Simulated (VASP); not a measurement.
Sr2H6Os:

```
CELL_PARAMETERS angstrom
0.00000 3.77304 3.77304
3.77304 0.00000 3.77304
3.77304 3.77304 0.00000
ATOMIC_POSITIONS crystal
Os 0.00000 0.00000 0.00000
Sr 0.25000 0.25000 0.25000
Sr 0.75000 0.75000 0.75000
H 0.77700 0.22300 0.22300
H 0.22300 0.77700 0.22300
H 0.22300 0.77700 0.77700
H 0.77700 0.22300 0.77700
H 0.22300 0.22300 0.77700
H 0.77700 0.77700 0.22300
```

- Program: VASP 6.6.1
- Task: relaxation of cell and atoms
- Functional: PBEsol
- Potentials or basis: VASP PAW PBE potentials, release 64 (Os, Sr_sv, H)
- Cutoff: 600 eV
- k mesh: 6 × 6 × 6
- Occupations: fermi-dirac, width 0.0159 eV
- Spin: no spin polarisation

At the start: pressure 3.3 GPa; volume 11.94 Å³/atom.

**Question.** Where does the relaxation end?

**Answer.** Over 5 steps the energy falls by 9.8 meV/atom and the volume is 11.98 Å³/atom (+0.3 %); space group Fm-3m (No. 225, to 0.05 Å).

Step by step:
| step | energy change (eV) | largest force (eV/Å) | pressure (GPa) | volume (Å³) |
| --- | --- | --- | --- | --- |
| 1 | 0.0000 | 0.6692 | 3.31 | 107.42 |
| 2 | -0.0698 | 0.0706 | -1.91 | 111.30 |
| 3 | -0.0773 | 0.0925 | -0.75 | 110.35 |
| 4 | -0.0828 | 0.0681 | -0.52 | 109.61 |
| 5 | -0.0883 | 0.0089 | 0.10 | 107.78 |

Final structure:
```
CELL_PARAMETERS angstrom
0.00000 3.77724 3.77724
3.77724 0.00000 3.77724
3.77724 3.77724 0.00000
ATOMIC_POSITIONS crystal
Os 0.00000 0.00000 0.00000
Sr 0.25000 0.25000 0.25000
Sr 0.75000 0.75000 0.75000
H 0.77131 0.22869 0.22869
H 0.22869 0.77131 0.22869
H 0.22869 0.77131 0.77131
H 0.77131 0.22869 0.77131
H 0.22869 0.22869 0.77131
H 0.77131 0.77131 0.22869
```

Caveat: the PAW data sets were made with another functional, which shifts forces and pressure a little.
